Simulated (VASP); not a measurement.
CoO, 2 atoms in the cell. Symmetry: F-43m, No. 216, cubic system. The conventional cell has a = 4.687 Å, b = 4.687 Å, c = 4.687 Å, α = 90.00°, β = 90.00°, γ = 90.00°. Co (site symmetry -43m) has 4 O at 2.03 Å within 2.7 Å. Within 2.7 Å of O (site symmetry -43m) lie 4 Co at 2.03 Å. 

- Program: VASP 6.6.1
- Task: single point
- Functional: PBE
- Potentials or basis: VASP PAW PBE potentials, release 64 (Co_sv, O)
- Cutoff: 600 eV
- k mesh: 10 × 10 × 10
- Occupations: gaussian, width 0.021 eV
- Spin: collinear spin, ferromagnetic start
- Starting moments: [2.0, 0.0] μB
- Dipole correction: no
- Second run: valence_matched
- Further INCAR settings: ALGO = Normal; EDIFF = 1e-06; NBANDS = 22

Potentials or basis: VASP PAW PBE potentials, release 64 (Co_sv, O).

Command:

```sh
$ cat potpaw_PBE.64/Co_sv/POTCAR potpaw_PBE.64/O/POTCAR > POTCAR
$ mpirun -np 1 vasp_std > vasp.out
```

Hardware: 1 thread of Intel(R) Xeon(R) Platinum 8375C CPU @ 2.90GHz (Ice Lake), with other jobs on the host.

Problem. How long does it take, and how much memory?

Solution. It took 69 s on 1 thread of Intel(R) Xeon(R) Platinum 8375C CPU @ 2.90GHz (Ice Lake), on a shared host, peak memory 0.2 GiB. Counts: scf iterations 17, k points 47.
